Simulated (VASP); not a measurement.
# Hf (Fm-3m) in VASP: single point with PBE

Aim: the single point of Hf with PBE.

Program: VASP 6.6.1. These are calculated values, not measurements. Logs are shortened: lines on timing, memory, paths and dates and some standing lists are left out, and cuts for length are marked.

**1. The cell of the first run**

The structure is cubic, space group Fm-3m (No. 225). The conventional cell has a = 4.481 Å, b = 4.481 Å, c = 4.481 Å, α = 90.00°, β = 90.00°, γ = 90.00°. Within 4.2 Å of Hf (site symmetry m-3m) lie 12 Hf at 3.17 Å.

This isn't the form of Hf at room conditions, which is hcp.

**2. Single point, PBE, non-collinear spin, zero start, spin-orbit coupling**

Input file INCAR:

```
SYSTEM = Hf
ALGO = Normal ; EDIFF = 1E-7
ENCUT = 520 ; GGA = PE
GGA_COMPAT = .False. ; ISIF = 2
ISMEAR = -1 ; LASPH = .True.
LCHARG = .False. ; LMAXMIX = 4
LNONCOLLINEAR = .True. ; LORBIT = 11
LORBMOM = .True. ; LREAL = .False.
LSORBIT = .True. ; LWAVE = .False.
MAGMOM = 0 0 0 ; NBANDS = 21
NELM = 150 ; PREC = Accurate
SIGMA = 0.05
```

Input file KPOINTS:

```
k-points
0
Gamma
  16 16 16
  0 0 0
```

Input file POSCAR:

```
Hf
1.0
    0.0000000000      2.2406463365      2.2406463365
    2.2406463365      0.0000000000      2.2406463365
    2.2406463365      2.2406463365      0.0000000000
Hf
1
Direct
    0.0000000000      0.0000000000      0.0000000000
```

Potentials or basis: VASP PAW PBE potentials, release 64 (Hf_pv).

On the command line:

```
$ cat potpaw_PBE.64/Hf_pv/POTCAR > POTCAR
$ mpirun -np 1 vasp_ncl > vasp.out
```

OUTCAR:

```text
SYSTEM = Hf
   EDIFF = 1E-7
   ENCUT = 520
   GGA = PE
   ISIF = 2
   ISMEAR = -1
   LASPH = .True.
   LNONCOLLINEAR = .True.
   LORBIT = 11
   LREAL = .False.
   LSORBIT = .True.
   NELM = 150
   PREC = Accurate

 ion  position               nearest neighbor table
   1  0.000  0.000  0.000-

  LATTYP: Found a face centered cubic cell.
 ALAT       =     4.4812926730

  Lattice vectors:

 A1 = (   0.0000000000,   2.2406463365,   2.2406463365)
 A2 = (   2.2406463365,   0.0000000000,   2.2406463365)
 A3 = (   2.2406463365,   2.2406463365,   0.0000000000)

Analysis of symmetry for initial positions (statically):
=====================================================================
 Subroutine PRICEL returns:
 Original cell was already a primitive cell.

 Routine SETGRP: Setting up the symmetry group for a
 face centered cubic supercell.

 Subroutine GETGRP returns: Found 48 space group operations
 (whereof 48 operations were pure point group operations)
 out of a pool of 48 trial point group operations.

The static configuration has the point symmetry O_h .

Analysis of symmetry for dynamics (positions and initial velocities):
=====================================================================
 Subroutine PRICEL returns:
 Original cell was already a primitive cell.

 Routine SETGRP: Setting up the symmetry group for a
 face centered cubic supercell.

 Subroutine GETGRP returns: Found 48 space group operations
 (whereof 48 operations were pure point group operations)
 out of a pool of 48 trial point group operations.

The dynamic configuration has the point symmetry O_h .

Analysis of structural, dynamic, and magnetic symmetry:
=====================================================================
 Subroutine PRICEL returns:
 Original cell was already a primitive cell.

 Routine SETGRP: Setting up the symmetry group for a
 face centered cubic supercell.

 Subroutine GETGRP returns: Found 48 space group operations
 (whereof 48 operations were pure point group operations)
 out of a pool of 48 trial point group operations.

The overall configuration has the point symmetry O_h .

 Subroutine INISYM returns: Found 48 space group operations
 (whereof 48 operations are pure point group operations),
 and found     1 'primitive' translations

----------------------------------------------------------------------------------------

                                     Primitive cell

  volume of cell :      22.4983

  direct lattice vectors                    reciprocal lattice vectors
     0.000000000  2.240646336  2.240646336    -0.223149897  0.223149897  0.223149897
     2.240646336  0.000000000  2.240646336     0.223149897 -0.223149897  0.223149897
     2.240646336  2.240646336  0.000000000     0.223149897  0.223149897 -0.223149897

  length of vectors
     3.168752438  3.168752438  3.168752438     0.386506960  0.386506960  0.386506960

  position of ions in fractional coordinates (direct lattice)
     0.000000000  0.000000000  0.000000000

  ion indices of the primitive-cell ions
   primitive index   ion index
                 1           1

----------------------------------------------------------------------------------------

 KPOINTS: k-points

Automatic generation of k-mesh.
 Grid dimensions read from file:
 generate k-points for:   16   16   16

 Generating k-lattice:

  Cartesian coordinates                     Fractional coordinates (reciprocal lattice)
    -0.013946869  0.013946869  0.013946869     0.062500000  0.000000000  0.000000000
     0.013946869 -0.013946869  0.013946869     0.000000000  0.062500000  0.000000000
     0.013946869  0.013946869 -0.013946869     0.000000000  0.000000000  0.062500000

  Length of vectors
     0.024156685  0.024156685  0.024156685

  Shift w.r.t. Gamma in fractional coordinates (k-lattice)
     0.000000000  0.000000000  0.000000000

[... 48 lines left out ...]
   ENCUT  =  520.0 eV  38.22 Ry    6.18 a.u.   5.89  5.89  5.89*2*pi/ulx,y,z
   NELM   =    150;   NELMIN=  2; NELMDL= -5     # of ELM steps
   EDIFF  = 0.1E-06   stopping-criterion for ELM
   LREAL  =      F    real-space projection
   EDIFFG = 0.1E-05   stopping-criterion for IOM
   NSW    =      0    number of steps for IOM
   IBRION =     -1    ionic relax: 0-MD 1-quasi-New 2-CG
   NFREE  =      0    steps in history (QN), initial steepest desc. (CG)
   ISIF   =      2    stress and relaxation
   ISYM   =      2    0-nonsym 1-usesym 2-fastsym
   POTIM  = 0.5000    time-step for ionic-motion
   TEBEG  =    0.0;   TEEND  =   0.0 temperature during run
   PSTRESS=    0.0 pullay stress
   NELECT =      10.0000    total number of electrons
   NUPDOWN=      -1.0000    fix difference up-down
   EMIN   =  10.00;   EMAX   =-10.00  energy-range for DOS
   EFERMI =   0.00;   METHOD = LEGACY
   ISMEAR =    -1;   SIGMA  =   0.05  broadening in eV -4-tet -1-fermi 0-gaus
   EFERMI_NEDOS =   21; number of points for ismear=-14 and -15
   IALGO  =     38    algorithm
   IMIX   =      4    mixing-type and parameters
     AMIX     =   0.40;   BMIX     =  1.00
     AMIX_MAG =   1.60;   BMIX_MAG =  1.00
  volume/ion in A,a.u.               =      22.50       151.83
  Fermi-wavevector in a.u.,A,eV,Ry     =   1.249371  2.360969 21.237723  1.560929
  Thomas-Fermi vector in A             =   2.383415
   LORBIT       =     11    0 simple, 1 ext, 2 COOP (PROOUT), +10 PAW based schemes
   GGA     = PE    functional components
   LHFCALC =     F    Hartree Fock is set to
   AEXX    =    0.0000 exact exchange contribution
   IVDW    =     0    specifies the selected vdW correction
   LEPSILON=     F    determine dielectric tensor
   LRPA    =     F    only Hartree local field effects (RPA)
  energy-cutoff  :      520.00
  volume of cell :       22.50
 maximum number of plane-waves:      1240
   NGX = 11   NGY = 11   NGZ = 11

 number of electron      10.0000000 magnetization       0.0000000      0.0000000      0.0000000

 number of electron       9.9999999 magnetization       0.0000000      0.0000000      0.0000000

 number of electron       9.9999999 magnetization       0.0000000      0.0000000     -0.0000000

 number of electron       9.9999999 magnetization      -0.0000000     -0.0000000      0.0000000

 Free energy of the ion-electron system (eV)
  ---------------------------------------------------
  ext. energy  EPLUGINS =         0.00000000
  ---------------------------------------------------
  free energy    TOTEN  =       -10.54253468 eV

  energy without entropy =      -10.52823181  energy(sigma->0) =      -10.53538324

 E-fermi :   4.6935     XC(G=0): -11.2617

 val. band max:        4.6894276905   @ k =   0.5000   0.1250   0.0625
 cond. band min:       4.6972127019   @ k =   0.5000   0.3125   0.1250
 fundamental gap:      0.0077850114
 Fermi energy:         4.6934687354

 k-point     1 :       0.0000    0.0000    0.0000
  band No.  band energies     occupation
      1     -30.2178      1.00000
      2     -30.2178      1.00000
      3     -23.0799      1.00000
      4     -23.0799      1.00000
      5     -23.0799      1.00000
      6     -23.0799      1.00000
[... 565 lines left out ...]
     20      16.7845      0.00000
     21      17.7010      0.00000

 [... further k-points ...]

------------------------ aborting loop because EDIFF is reached ----------------------------------------

  FORCE on cell =-STRESS in cart. coord.  units (eV):
  Direction    XX          YY          ZZ          XY          YZ          ZX
  --------------------------------------------------------------------------------------
  -------------------------------------------------------------------------------------
  Total       -0.0835791     -0.0835791     -0.0835791      0.0000000      0.0000000      0.0000000
  in kB       -5.9519386     -5.9519386     -5.9519386      0.0000000      0.0000000      0.0000000
  external PRESSURE =      -5.9519386 kB  Pullay stress =       0.0000000 kB

 VOLUME and BASIS-vectors are now :
 -----------------------------------------------------------------------------
  energy-cutoff  :      520.00
  volume of cell :       22.50
      direct lattice vectors                 reciprocal lattice vectors
     0.000000000  2.240646336  2.240646336    -0.223149897  0.223149897  0.223149897
     2.240646336  0.000000000  2.240646336     0.223149897 -0.223149897  0.223149897
     2.240646336  2.240646336  0.000000000     0.223149897  0.223149897 -0.223149897

 POSITION                                       TOTAL-FORCE (eV/Angst)
 -----------------------------------------------------------------------------------
      0.00000      0.00000      0.00000         0.000000      0.000000      0.000000
 -----------------------------------------------------------------------------------
    total drift:                                0.000000     -0.000000     -0.000000

  FREE ENERGIE OF THE ION-ELECTRON SYSTEM (eV)
  ---------------------------------------------------
  free  energy   TOTEN  =       -10.5425346763 eV

  energy  without entropy=      -10.5282318128  energy(sigma->0) =      -10.53538324

 orbital moment (x)

 # of ion     p       d       tot
 ----------------------------------------
  1         0.000  -0.000  -0.000
 ----------------------------------------
            0.000  -0.000  -0.000

 orbital moment (y)

 # of ion     p       d       tot
 ----------------------------------------
  1         0.000  -0.000  -0.000
 ----------------------------------------
            0.000  -0.000  -0.000

 orbital moment (z)

 # of ion     p       d       tot
 ----------------------------------------
  1         0.000   0.000   0.000
 ----------------------------------------
            0.000   0.000   0.000

 Spin-Orbit-Coupling matrix elements

 Ion:    1  E_soc:     -1.3576400
 l=   1
     0.0000000    -0.2182150    -0.2182150
    -0.2182150     0.0000000    -0.2182150
    -0.2182150    -0.2182150     0.0000000
 l=   2
     0.0000000    -0.0017891     0.0000000    -0.0017891    -0.0062692
    -0.0017891     0.0000000    -0.0047019    -0.0017891    -0.0015673
     0.0000000    -0.0047019     0.0000000    -0.0047019     0.0000000
    -0.0017891    -0.0017891    -0.0047019     0.0000000    -0.0015673
    -0.0062692    -0.0015673     0.0000000    -0.0015673     0.0000000
 l=   3
     0.0000000     0.0000000     0.0000000     0.0000000     0.0000000     0.0000000     0.0000000
     0.0000000     0.0000000     0.0000000     0.0000000     0.0000000     0.0000000     0.0000000
     0.0000000     0.0000000     0.0000000     0.0000000     0.0000000     0.0000000     0.0000000
     0.0000000     0.0000000     0.0000000     0.0000000     0.0000000     0.0000000     0.0000000
     0.0000000     0.0000000     0.0000000     0.0000000     0.0000000     0.0000000     0.0000000
     0.0000000     0.0000000     0.0000000     0.0000000     0.0000000     0.0000000     0.0000000
     0.0000000     0.0000000     0.0000000     0.0000000     0.0000000     0.0000000     0.0000000

 total charge

# of ion       s       p       d       tot
------------------------------------------
    1        0.388   6.433   1.557   8.378

 magnetization (x)

# of ion       s       p       d       tot
------------------------------------------
    1       -0.000  -0.000   0.000   0.000

 magnetization (y)

# of ion       s       p       d       tot
------------------------------------------
    1        0.000   0.000   0.000   0.000

 magnetization (z)

# of ion       s       p       d       tot
------------------------------------------
    1        0.000   0.000  -0.000  -0.000
```

It took 47 s on 1 thread of Intel Xeon 6975P-C (Granite Rapids), shared host; peak memory 0.25 GiB.

What came out:

```yaml
Free_energy: -10.5425 eV
Pressure: -0.6 GPa
Net_moment: 0.00 μB per cell
Valence_electrons_inside_the_program's_atomic_spheres: Hf 8.38
```

Moments on the atoms (μB; x, y, z):
```
Hf  0.00 0.00 0.00
```
